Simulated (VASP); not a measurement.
Set up this calculation in VASP 6.6.1, as the native input.

- Task: single point
- Functional: r2SCAN
- Potentials or basis: VASP PAW PBE potentials, release 64 (Ba_sv, Ti_sv, O)
- Cutoff: 520 eV
- k mesh: 6 × 6 × 6
- Occupations: gaussian, width 0.05 eV
- Spin: no spin polarisation
- Dipole correction: no
- Further INCAR settings: ALGO = Normal; EDIFF = 1e-06; NBANDS = 28

BaTiO3:

```
Ba Ti O
1.0
     3.96333    0.00000    0.00000
     0.00000    2.85798    2.87415
     0.00000   -2.85798    2.87415
Ba Ti O
1 1 3
Direct
  0.00000 0.00826 0.00826
  0.50000 0.52382 0.52382
  0.00000 0.49020 0.49020
  0.50000 0.49393 0.98001
  0.50000 0.98001 0.49393
```

These files were run (other wordings do the same):

POSCAR

```
BaTiO3
1.0
    3.9633322355      0.0000000000      0.0000000000
    0.0000000000      2.8579801990      2.8741509184
    0.0000000000     -2.8579801990      2.8741509184
Ba Ti O
1 1 3
Direct
    0.0000000000      0.0082649187      0.0082649187
    0.5000000000      0.5238207086      0.5238207086
    0.0000000000      0.4901968668      0.4901968668
    0.5000000000      0.4939301449      0.9800073611
    0.5000000000      0.9800073611      0.4939301449
```

INCAR.step1

```
SYSTEM = BaTiO3
ALGO = Normal
EDIFF = 1E-4
ENCUT = 520
GGA = PE
ISMEAR = 0
LASPH = .TRUE.
LCHARG = .FALSE.
LREAL = .FALSE.
LWAVE = .TRUE.
NBANDS = 28
NELM = 60
PREC = Accurate
SIGMA = 0.05
```

INCAR.step2

```
SYSTEM = BaTiO3
ALGO = Normal
EDIFF = 1E-6
ENCUT = 520
ISIF = 2
ISMEAR = 0
ISTART = 1
LASPH = .TRUE.
LCHARG = .TRUE.
LELF = .TRUE.
LMIXTAU = .TRUE.
LREAL = .FALSE.
LVHAR = .TRUE.
LWAVE = .FALSE.
METAGGA = R2SCAN
NBANDS = 28
NELM = 60
PREC = Accurate
SIGMA = 0.05
```

KPOINTS

```
k-points
0
G
  6 6 6
  0 0 0
```

Potentials or basis: VASP PAW PBE potentials, release 64 (Ba_sv, Ti_sv, O).

Run with:

```bash
$ cat potpaw_PBE.64/Ba_sv/POTCAR potpaw_PBE.64/Ti_sv/POTCAR potpaw_PBE.64/O/POTCAR > POTCAR
$ cp INCAR.step1 INCAR
$ mpirun -np 1 vasp_std > vasp.out
$ cp INCAR.step2 INCAR
$ mpirun -np 1 vasp_std > vasp.out
```

Results of the run:

```json
{
 "Pressure": "1.9 GPa",
 "Largest force": "0.173 eV/Å",
 "Band gap on the k mesh": "2.64 eV, indirect (least direct gap 3.12 eV)"
}
```

Caveat: the PAW data sets were made with another functional, which shifts forces and pressure a little; spin-orbit coupling is left out, which moves the levels of the heavy elements.

Wall time 2.4 min on 1 thread of AMD EPYC 9R45 96-Core Processor (Zen 5) (shared host), peak memory 0.21 GiB.
